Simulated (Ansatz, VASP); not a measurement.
# Two plane-wave programs on ScAl3

The input POSCAR:

```
ScAl3
1.0
    4.0855365686      0.0000000000      0.0000000000
    0.0000000000      4.0855365686      0.0000000000
    0.0000000000      0.0000000000      4.0855365686
Sc Al
1 3
Direct
    0.0000000000      0.0000000000      0.0000000000
    0.5000000000      0.0000000000      0.5000000000
    0.0000000000      0.5000000000      0.5000000000
    0.5000000000      0.5000000000      0.0000000000
```

The input INCAR.step1:

```
  ALGO = Normal
  EDIFF = 1E-4
  ENCUT = 520
  GGA = PE
  ISMEAR = 0
  LASPH = True
  LCHARG = False
  LREAL = False
  LWAVE = True
  NBANDS = 18
  NELM = 60
  PREC = Accurate
  SIGMA = 0.1
```

Contents of INCAR.step2:

```
  ALGO = Normal
  EDIFF = 1E-7
  ENCUT = 520
  ISIF = 2
  ISMEAR = 0
  ISTART = 1
  LASPH = True
  LCHARG = False
  LMIXTAU = True
  LREAL = False
  LWAVE = False
  METAGGA = R2SCAN
  NBANDS = 18
  NELM = 60
  PREC = Accurate
  SIGMA = 0.1
```

The input KPOINTS:

```
k-points
0
Gamma
  14 14 14
```

Input for Ansatz:

```yaml
crystal:
  lattice:
    - [4.0855365706, 0.0, 0.0]
    - [0.0, 4.0855365706, 0.0]
    - [0.0, 0.0, 4.0855365706]
  atoms:
    - { symbol: Sc, position: [0.0, 0.0, 0.0] }
    - { symbol: Al, position: [0.5, 0.0, 0.5] }
    - { symbol: Al, position: [0.0, 0.5, 0.5] }
    - { symbol: Al, position: [0.5, 0.5, 0.0] }
basis:
  ecutwfc: 500
kpoints:
  mp_grid: { grid: [14, 14, 14] }
hamiltonian:
  xc: r2scan
scf:
  occupations: { method: gaussian, width: 0.1 }
output:
  forces: true
  stress: true
  eigenvalues: true
```

Alike in both runs: task single point; functional r2SCAN; k mesh 14 × 14 × 14; occupations gaussian, width 0.1 eV; no spin polarisation.

|  | VASP | Ansatz |
| --- | --- | --- |
| version | VASP 6.6.1 | Ansatz 0.2.0 |
| potentials or method | VASP PAW PBE potentials, release 64 (Sc_sv, Al), cutoff 520 eV | scalar-relativistic, plane waves, PAW |
| valence electrons in the cell | 20 | 20 |

|  | VASP | Ansatz | Ansatz less VASP |
| --- | --- | --- | --- |
| gap on the k mesh at the Fermi level (eV) | none | none | - |
| pressure (GPa) | 0.0 | 0.0 | 0.00 |

VASP's potentials were made for PBE, not for r2SCAN. A gap of «none» marks a metal or a gap that the smearing closes.
